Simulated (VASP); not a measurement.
A run of VASP 6.6.1 is set up as follows.

INCAR

```
PREC = Accurate
ENCUT = 500
EDIFF = 1E-6
ISMEAR = 0
SIGMA = 0.1
LREAL = False
LASPH = True
NELM = 120
ALGO = Normal
ISIF = 2
LWAVE = False
LCHARG = True
GGA = PE
LELF = True
LVHAR = True
NBANDS = 26
GGA_COMPAT = False
```

File KPOINTS:

```
regular mesh
0
Gamma
  6 6 6
```

The input POSCAR:

```
Mo2Ir
1.0
    4.4250243399      0.0000000000      0.0000000000
   -2.2125121699      3.8321834907      0.0000000000
    0.0000000000      0.0000000000      2.7176891588
Mo Ir
2 1
Direct
    0.3333333333      0.6666666667      0.5000000000
    0.6666666667      0.3333333333      0.5000000000
    0.0000000000      0.0000000000      0.0000000000
```

Potentials or basis: VASP PAW PBE potentials, release 64 (Mo_sv, Ir).

Command:

```bash
$ cat potpaw_PBE.64/Mo_sv/POTCAR potpaw_PBE.64/Ir/POTCAR > POTCAR
$ mpirun -np 1 vasp_std > vasp.out
```

(1) Estimate the band gap on the k mesh.

(2) Predict the pressure.

## Answers

(1) zero (an odd number of electrons rules out a gap without spin polarisation).

(2) 0.5 GPa.

Caveat: the k points lie up to 0.39 Å⁻¹ apart, too coarse for converged energies and pressures of a metal; spin-orbit coupling is left out, which moves the levels of the heavy elements.
